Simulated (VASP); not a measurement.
Write the native input for VASP 6.6.1 that does the following.

| Quantity | Value |
| --- | --- |
| Task | single point |
| Functional | PBEsol |
| Potentials or basis | VASP PAW PBE potentials, release 64 (Hf_pv, B) |
| Cutoff | 520 eV |
| k mesh | 16 × 16 × 16 |
| Occupations | gaussian, width 0.15 eV |
| Spin | no spin polarisation |
| Dipole correction | no |
| Further INCAR settings | ALGO = Normal; EDIFF = 1e-06; NBANDS = 14 |

The structure of HfB lies in POSCAR:

```
HfB
1.0
    0.0000000000      2.3936993068      2.3936993068
    2.2819135492      0.0000000000      2.3936993068
    2.2819135492      2.3936993068      0.0000000000
Hf B
1 1
Direct
    0.4990473968      0.5009526032      0.5009526032
    0.0157287926     -0.0157287926     -0.0157287926
```

This cell differs from its parent crystal: atoms displaced along a vibrational mode, the cell strained.

These files were run (other wordings do the same):

INCAR

```
ALGO     = Normal         # electronic algorithm
EDIFF    = 1E-6           # SCF threshold, eV
ENCUT    = 520            # plane-wave cutoff, eV
GGA      = PS             # functional
ISIF     = 2              # what is computed and relaxed
ISMEAR   = 0              # smearing method
LASPH    = True           # aspherical terms in the spheres
LCHARG   = False          # write CHGCAR
LREAL    = False          # projectors in reciprocal space
LWAVE    = False          # write WAVECAR
NBANDS   = 14             # bands
NELM     = 60             # most SCF steps
PREC     = Accurate       # precision mode
SIGMA    = 0.15           # smearing width, eV
```

KPOINTS

```
k-points
0
Gamma
  16 16 16
```

Potentials or basis: VASP PAW PBE potentials, release 64 (Hf_pv, B).

Launch:

```console
$ cat potpaw_PBE.64/Hf_pv/POTCAR potpaw_PBE.64/B/POTCAR > POTCAR
$ mpirun -np 1 vasp_std > vasp.out
```

Results of the run:

- Pressure: 11.3 GPa
- Largest force: 1.047 eV/Å
- Band gap on the k mesh: zero (an odd number of electrons rules out a gap without spin polarisation)

Caveat: the cell differs from its parent crystal (atoms displaced along a vibrational mode, the cell strained); the cell stands under pressure; the PAW data sets were made with another functional, which shifts forces and pressure a little; spin-orbit coupling is left out, which moves the levels of the heavy elements.

Wall time 2.7 min on 1 thread of Intel(R) Xeon(R) Platinum 8375C CPU @ 2.90GHz (Ice Lake), on a shared host, peak memory 0.27 GiB.
